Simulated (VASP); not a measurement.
Crystal: GdO.

```
Gd O
1.0
     3.11330    0.00000    0.00000
    -1.55665    2.69620    0.00000
     0.00000    0.00000    3.03843
Gd O
1 1
Cartesian
  0.0000 0.0000 0.0000
  1.5566 0.8987 1.5192
```

Base run:

* Program: VASP 6.6.1
* Functional: LDA
* Potentials or basis: VASP PAW PBE potentials, release 64 (Gd, O)
* Cutoff: 520 eV
* k mesh: 10 × 10 × 9
* Occupations: fermi-dirac, width 0.05 eV
* Spin: collinear spin, ferromagnetic start
* Starting moments: [7.0, 0.0] μB

Its results: pressure 17.5 GPa; net moment 6.89 μB per cell; site moments Gd +6.68; O -0.01 μB.

Problem. After a change of settings the same cell gave: pressure 18.4 GPa; net moment 7.03 μB per cell; site moments Gd +6.79; O -0.02 μB. Which change was it?
A. functional from LDA to PBE; further incar settings from ALGO = Normal; EDIFF = 1e-06; NBANDS = 23 to ALGO = Normal; EDIFF = 1e-07; NBANDS = 23
B. functional from LDA to PBE; moments at the start from [7.0, 0.0] to [8.5, 0.0]
C. hubbard terms from none to Gd f U = 1.0 eV
D. hubbard terms from none to Gd f U = 2.0 eV

Solution. C.

Caveats: the PAW data sets were made with another functional, which shifts forces and pressure a little; a cell with one magnetic atom can't hold antiferromagnetic order, which such compounds often take.
